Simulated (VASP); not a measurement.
# Ag (Im-3m) in VASP: notebook

Ag is run at these levels: PBE; tasks: single point.

All numbers are computed with VASP 6.6.1; they aren't measurements. Logs are shortened: lines on timing, memory, paths and dates and some standing lists are left out, and cuts for length are marked.

### Step 1. The cell of the first run

Symmetry: Im-3m, No. 229, cubic system. Conventional cell: a = 3.345 Å, b = 3.345 Å, c = 3.345 Å, α = 90.00°, β = 90.00°, γ = 90.00°. Ag (site symmetry m-3m) has 14 Ag at 2.90 to 3.35 Å within 3.8 Å.

This isn't the form of Ag at room conditions, which is fcc.

### Step 2. Single point, PBE

The input, INCAR:

```
SYSTEM = Ag
ALGO     = Normal         ! electronic algorithm
EDIFF    = 1E-7           ! SCF threshold, eV
ENCUT    = 520            ! plane-wave cutoff, eV
GGA      = PE             ! functional
ISIF     = 2              ! what is computed and relaxed
ISMEAR   = -1             ! smearing method
LASPH    = .TRUE.         ! aspherical terms in the spheres
LCHARG   = .TRUE.         ! write CHGCAR
LELF     = .TRUE.         ! ELF
LREAL    = .FALSE.        ! projectors in reciprocal space
LVHAR    = .TRUE.       
LWAVE    = .FALSE.        ! write WAVECAR
NBANDS   = 12             ! bands
NELM     = 100            ! most SCF steps
PREC     = Accurate       ! precision mode
SIGMA    = 0.06122561905347299 ! smearing width, eV
```

The input, KPOINTS:

```
k-points
0
G
  23 23 23
  0 0 0
```

The input, POSCAR:

```
Ag
1.0
   -1.6726917995      1.6726917995      1.6726917995
    1.6726917995     -1.6726917995      1.6726917995
    1.6726917995      1.6726917995     -1.6726917995
Ag
1
Direct
    0.0000000000      0.0000000000      0.0000000000
```

Potentials or basis: VASP PAW PBE potentials, release 64 (Ag).

The run is started by

```console
> cat potpaw_PBE.64/Ag/POTCAR > POTCAR
> mpirun -np 1 vasp_std > vasp.out
```

OUTCAR:

```text
SYSTEM = Ag
   EDIFF = 1E-7
   ENCUT = 520
   GGA = PE
   ISIF = 2
   ISMEAR = -1
   LASPH = .TRUE.
   LREAL = .FALSE.
   NELM = 100
   PREC = Accurate

 ion  position               nearest neighbor table
   1  0.000  0.000  0.000-

  LATTYP: Found a body centered cubic cell.
 ALAT       =     3.3453835990

  Lattice vectors:

 A1 = (  -1.6726917995,   1.6726917995,   1.6726917995)
 A2 = (   1.6726917995,  -1.6726917995,   1.6726917995)
 A3 = (   1.6726917995,   1.6726917995,  -1.6726917995)

Analysis of symmetry for initial positions (statically):
=====================================================================
 Subroutine PRICEL returns:
 Original cell was already a primitive cell.

 Routine SETGRP: Setting up the symmetry group for a
 body centered cubic supercell.

 Subroutine GETGRP returns: Found 48 space group operations
 (whereof 48 operations were pure point group operations)
 out of a pool of 48 trial point group operations.

The static configuration has the point symmetry O_h .

Analysis of symmetry for dynamics (positions and initial velocities):
=====================================================================
 Subroutine PRICEL returns:
 Original cell was already a primitive cell.

 Routine SETGRP: Setting up the symmetry group for a
 body centered cubic supercell.

 Subroutine GETGRP returns: Found 48 space group operations
 (whereof 48 operations were pure point group operations)
 out of a pool of 48 trial point group operations.

The dynamic configuration has the point symmetry O_h .

 Subroutine INISYM returns: Found 48 space group operations
 (whereof 48 operations are pure point group operations),
 and found     1 'primitive' translations

----------------------------------------------------------------------------------------

                                     Primitive cell

  volume of cell :      18.7201

  direct lattice vectors                    reciprocal lattice vectors
    -1.672691799  1.672691799  1.672691799     0.000000000  0.298919383  0.298919383
     1.672691799 -1.672691799  1.672691799     0.298919383  0.000000000  0.298919383
     1.672691799  1.672691799 -1.672691799     0.298919383  0.298919383  0.000000000

  length of vectors
     2.897187182  2.897187182  2.897187182     0.422735845  0.422735845  0.422735845

[... 76 lines left out ...]
   ENCUT  =  520.0 eV  38.22 Ry    6.18 a.u.   5.39  5.39  5.39*2*pi/ulx,y,z
   NELM   =    100;   NELMIN=  2; NELMDL= -5     # of ELM steps
   EDIFF  = 0.1E-06   stopping-criterion for ELM
   LREAL  =      F    real-space projection
   EDIFFG = 0.1E-05   stopping-criterion for IOM
   NSW    =      0    number of steps for IOM
   IBRION =     -1    ionic relax: 0-MD 1-quasi-New 2-CG
   NFREE  =      0    steps in history (QN), initial steepest desc. (CG)
   ISIF   =      2    stress and relaxation
   ISYM   =      2    0-nonsym 1-usesym 2-fastsym
   POTIM  = 0.5000    time-step for ionic-motion
   TEBEG  =    0.0;   TEEND  =   0.0 temperature during run
   PSTRESS=    0.0 pullay stress
   NELECT =      11.0000    total number of electrons
   NUPDOWN=      -1.0000    fix difference up-down
   EMIN   =  10.00;   EMAX   =-10.00  energy-range for DOS
   EFERMI =   0.00;   METHOD = LEGACY
   ISMEAR =    -1;   SIGMA  =   0.06  broadening in eV -4-tet -1-fermi 0-gaus
   EFERMI_NEDOS =   21; number of points for ismear=-14 and -15
   IALGO  =     38    algorithm
   IMIX   =      4    mixing-type and parameters
     AMIX     =   0.40;   BMIX     =  1.00
     AMIX_MAG =   1.60;   BMIX_MAG =  1.00
  volume/ion in A,a.u.               =      18.72       126.33
  Fermi-wavevector in a.u.,A,eV,Ry     =   1.371207  2.591206 25.581805  1.880210
  Thomas-Fermi vector in A             =   2.496925
   LORBIT       =      0    0 simple, 1 ext, 2 COOP (PROOUT), +10 PAW based schemes
   GGA     = PE    functional components
   LHFCALC =     F    Hartree Fock is set to
   AEXX    =    0.0000 exact exchange contribution
   IVDW    =     0    specifies the selected vdW correction
   LEPSILON=     F    determine dielectric tensor
   LRPA    =     F    only Hartree local field effects (RPA)
 non-spin polarized calculation
  energy-cutoff  :      520.00
  volume of cell :       18.72
 maximum number of plane-waves:       531
 NGX is ok and might be reduce to    24
   NGX = 11   NGY = 11   NGZ = 11

 number of electron      10.9999997 magnetization

 Free energy of the ion-electron system (eV)
  ---------------------------------------------------
  ext. energy  EPLUGINS =         0.00000000
  ---------------------------------------------------
  free energy    TOTEN  =        -2.68161402 eV

  energy without entropy =       -2.67829428  energy(sigma->0) =       -2.67995415

 E-fermi :   7.2533     XC(G=0): -11.6605

 val. band max:        7.2478897763   @ k =  -0.3913   0.4783   0.0435
 cond. band min:       7.2544859306   @ k =  -0.3913   0.4348   0.1304
 fundamental gap:      0.0065961543
 Fermi energy:         7.2533494380

 k-point     1 :       0.0000    0.0000    0.0000
  band No.  band energies     occupation
      1       0.0986      2.00000
      2       2.6039      2.00000
      3       2.6039      2.00000
      4       2.6039      2.00000
      5       3.7463      2.00000
      6       3.7463      2.00000
      7      24.8283      0.00000
      8      24.8283      0.00000
      9      24.8283      0.00000
     10      29.7437      0.00000
     11      29.7437      0.00000
     12      29.7437      0.00000
[... 331 lines left out ...]
 k-point    24 :       0.0870    0.0870    0.0000
  band No.  band energies     occupation
      1       0.7583      2.00000
      2       2.5034      2.00000
      3       2.5596      2.00000
      4       3.0017      2.00000
      5       3.6060      2.00000
      6       3.7720      2.00000
      7      22.8191      0.00000
      8      23.3560      0.00000
      9      25.2672      0.00000
     10      25.7718      0.00000
     11      27.6292      0.00000
     12      28.6222      0.00000

 [... further k-points ...]
[... 5 lines left out ...]
  --------------------------------------------------------------------------------------
  -------------------------------------------------------------------------------------
  Total       -0.3866391     -0.3866391     -0.3866391      0.0000000      0.0000000      0.0000000
  in kB      -33.0908986    -33.0908986    -33.0908986      0.0000000      0.0000000      0.0000000
  external PRESSURE =     -33.0908986 kB  Pullay stress =       0.0000000 kB

 VOLUME and BASIS-vectors are now :
 -----------------------------------------------------------------------------
  energy-cutoff  :      520.00
  volume of cell :       18.72
      direct lattice vectors                 reciprocal lattice vectors
    -1.672691799  1.672691799  1.672691799     0.000000000  0.298919383  0.298919383
     1.672691799 -1.672691799  1.672691799     0.298919383  0.000000000  0.298919383
     1.672691799  1.672691799 -1.672691799     0.298919383  0.298919383  0.000000000

 POSITION                                       TOTAL-FORCE (eV/Angst)
 -----------------------------------------------------------------------------------
      0.00000      0.00000      0.00000         0.000000      0.000000      0.000000
 -----------------------------------------------------------------------------------
    total drift:                                0.000000      0.000000     -0.000000

  FREE ENERGIE OF THE ION-ELECTRON SYSTEM (eV)
  ---------------------------------------------------
  free  energy   TOTEN  =        -2.6816140156 eV

  energy  without entropy=       -2.6782942793  energy(sigma->0) =       -2.67995415
```

OSZICAR:

```text
N       E                     dE             d eps       ncg     rms          rms(c)
DAV:   1     0.518589123459E+02    0.51859E+02   -0.54213E+03  8864   0.817E+02
DAV:   2    -0.208422218960E+01   -0.53943E+02   -0.50853E+02 10044   0.190E+02
DAV:   3    -0.290224700707E+01   -0.81802E+00   -0.81746E+00 10216   0.249E+01
DAV:   4    -0.290475781623E+01   -0.25108E-02   -0.25107E-02  9848   0.145E+00
DAV:   5    -0.290477908019E+01   -0.21264E-04   -0.21264E-04 10004   0.122E-01    0.409E+00
DAV:   6    -0.268866217917E+01    0.21612E+00   -0.91720E-01  9504   0.839E+00    0.280E+00
DAV:   7    -0.268368288406E+01    0.49793E-02   -0.55076E-03  9804   0.726E-01    0.162E+00
DAV:   8    -0.268159849316E+01    0.20844E-02   -0.73878E-04  9708   0.221E-01    0.642E-02
DAV:   9    -0.268160883133E+01   -0.10338E-04   -0.92104E-06  9584   0.237E-02    0.205E-02
DAV:  10    -0.268161428836E+01   -0.54570E-05   -0.43284E-06  9856   0.200E-02    0.283E-03
DAV:  11    -0.268161406828E+01    0.22009E-06   -0.75842E-08  7496   0.230E-03    0.768E-04
DAV:  12    -0.268161401561E+01    0.52661E-07   -0.71856E-09  4996   0.731E-04
   1 F= -.26816140E+01 E0= -.26799541E+01  d E =-.331974E-02
```

Run time: 55 s. Hardware: 1 thread of Intel Xeon 8259CL, shared host; peak memory 0.2 GiB.

Results:

| Property | Result |
| --- | --- |
| Free energy | -2.6816 eV |
| Pressure | -3.3 GPa |
| Band gap on the k mesh | zero (an odd number of electrons rules out a gap without spin polarisation) |

Levels at points of the mesh, in eV from the Fermi level:
```
           k point  band 2  band 3  band 4  band 5  band 6  band 7  band 8  band 9  band 10  band 11
(0.00, 0.00, 0.00)   -4.65   -4.65   -4.65   -3.51   -3.51   17.57   17.57   17.57    22.49    22.49
```

Caveat: the cell stands under tension.

### Step 3. Single point, PBE

The input, INCAR:

```
PREC = Accurate ; ENCUT = 520
EDIFF = 1E-6 ; ISMEAR = -1
SIGMA = 0.06122561905347299 ; LREAL = False
LASPH = True ; NELM = 100
ALGO = Normal ; ISIF = 2
LWAVE = False ; LCHARG = False
GGA = PE ; NBANDS = 12
```

The input, KPOINTS:

```
Automatic mesh
0
Gamma
  23 23 23
```

POSCAR is that of step 2.

Potentials or basis: VASP PAW PBE potentials, release 64 (Ag).

The run is started by

```console
> cat potpaw_PBE.64/Ag/POTCAR > POTCAR
> mpirun -np 1 vasp_std > vasp.out
```

It took 62 s on 1 thread of Intel Xeon 8259CL, shared host; peak memory 0.2 GiB.

The run converged. Its results:

```
Free energy            : -2.6816 eV
Pressure               : -3.3 GPa
Band gap on the k mesh : zero (an odd number of electrons rules out a gap without spin polarisation)
```

Levels at points of the mesh, in eV from the Fermi level:
```
           k point  band 2  band 3  band 4  band 5  band 6  band 7  band 8  band 9  band 10  band 11
(0.00, 0.00, 0.00)   -4.65   -4.65   -4.65   -3.51   -3.51   17.57   17.57   17.57    22.49    22.49
```

Caveat: the cell stands under tension.

### Step 4. Single point, PBE

This run uses another cell than the first one, of 19.08 Å³/atom.

The input, INCAR:

```
PREC = Accurate ; ENCUT = 520
EDIFF = 1E-7 ; ISMEAR = -1
SIGMA = 0.06122561905347299 ; LREAL = F
LASPH = T ; NELM = 100
ALGO = Normal ; ISIF = 2
LWAVE = F ; LCHARG = T
GGA = PE ; LELF = T
LVHAR = T ; NBANDS = 12
```

KPOINTS is that of step 3.

The input, POSCAR:

```
Ag
1.0
   -1.6833461747      1.6833461747      1.6833461747
    1.6833461747     -1.6833461747      1.6833461747
    1.6833461747      1.6833461747     -1.6833461747
Ag
1
Direct
    0.0000000000      0.0000000000      0.0000000000
```

The run is started by

```console
> cat potpaw_PBE.64/Ag/POTCAR > POTCAR
> mpirun -np 1 vasp_std > vasp.out
```

It took 59 s on 1 thread of Intel Xeon 8259CL, shared host; peak memory 0.21 GiB.

The run converged. Its results:

| Property | Result |
| --- | --- |
| Free energy | -2.6729 eV |
| Pressure | -4.5 GPa |
| Band gap on the k mesh | zero (an odd number of electrons rules out a gap without spin polarisation) |

Levels at points of the mesh, in eV from the Fermi level:
| k point | band 3 | band 4 | band 5 | band 6 | band 7 | band 8 |
| --- | --- | --- | --- | --- | --- | --- |
| (0.00, 0.00, 0.00) | -4.59 | -4.59 | -3.49 | -3.49 | 17.49 | 17.49 |

Caveat: the cell stands under tension.

### Step 5. Single point, PBE

This run uses another cell than the first one, of 19.08 Å³/atom.

The input, INCAR:

```
SYSTEM = Ag
ALGO = Normal ; EDIFF = 1E-6
ENCUT = 520 ; GGA = PE
ISIF = 2 ; ISMEAR = -1
LASPH = .True. ; LCHARG = .False.
LREAL = .False. ; LWAVE = .False.
NBANDS = 12 ; NELM = 80
PREC = Accurate ; SIGMA = 0.06122561905347299
```

The input, KPOINTS:

```
k-points
0
Gamma
  23 23 23
  0 0 0
```

POSCAR is that of step 4.

The run is started by

```console
> cat potpaw_PBE.64/Ag/POTCAR > POTCAR
> mpirun -np 1 vasp_std > vasp.out
```

Wall time 47 s (1 thread of Intel Xeon 8259CL, shared host); peak memory 0.2 GiB.

It converged, with:

```
Free energy            : -2.6729 eV
Pressure               : -4.6 GPa
Band gap on the k mesh : zero (an odd number of electrons rules out a gap without spin polarisation)
```

Levels at points of the mesh, in eV from the Fermi level:
| k point | band 2 | band 3 | band 4 | band 5 | band 6 | band 7 | band 8 | band 9 |
| --- | --- | --- | --- | --- | --- | --- | --- | --- |
| (0.00, 0.00, 0.00) | -4.59 | -4.59 | -4.59 | -3.49 | -3.49 | 17.49 | 17.49 | 17.49 |

Caveat: the cell stands under tension.
